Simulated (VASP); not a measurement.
The system is CaH4.

```
Ca H
1.0
     4.16798    0.00000    0.00000
     0.00000    4.16798    0.00000
     0.00000    0.00000    4.16798
Ca H
1 4
Direct
  0.00000 0.00000 0.00000
  0.50000 0.00000 0.00000
  0.00000 0.50000 0.00000
  0.00000 0.00000 0.50000
  0.50000 0.50000 0.50000
```

* Program: VASP 6.6.1
* Task: relaxation of cell and atoms
* Functional: BLYP
* Potentials or basis: VASP PAW PBE potentials, release 64 (Ca_sv, H)
* Cutoff: 600 eV
* k mesh: 5 × 5 × 5
* Occupations: fermi-dirac, width 0.05 eV
* Spin: no spin polarisation

At the start: pressure 1.2 GPa; volume 14.48 Å³/atom.

Task: Where does the relaxation end?

Result: Over 3 steps the energy falls by 3.0 meV/atom and the volume is 15.37 Å³/atom (+6.2 %); space group Pm-3m (No. 221, to 0.1 Å) before and after.

The path:
| step | energy change (eV) | largest force (eV/Å) | pressure (GPa) | volume (Å³) |
| --- | --- | --- | --- | --- |
| 1 | 0.0000 | 0.0000 | 1.24 | 72.41 |
| 2 | -0.0077 | 0.0000 | 0.84 | 73.59 |
| 3 | -0.0151 | 0.0000 | -0.09 | 76.87 |

Final structure:
```
Ca H
1.0
     4.25191    0.00000    0.00000
     0.00000    4.25191    0.00000
     0.00000    0.00000    4.25191
Ca H
1 4
Direct
  0.00000 0.00000 0.00000
  0.50000 0.00000 0.00000
  0.00000 0.50000 0.00000
  0.00000 0.00000 0.50000
  0.50000 0.50000 0.50000
```

Caveat: the PAW data sets were made with another functional, which shifts forces and pressure a little.
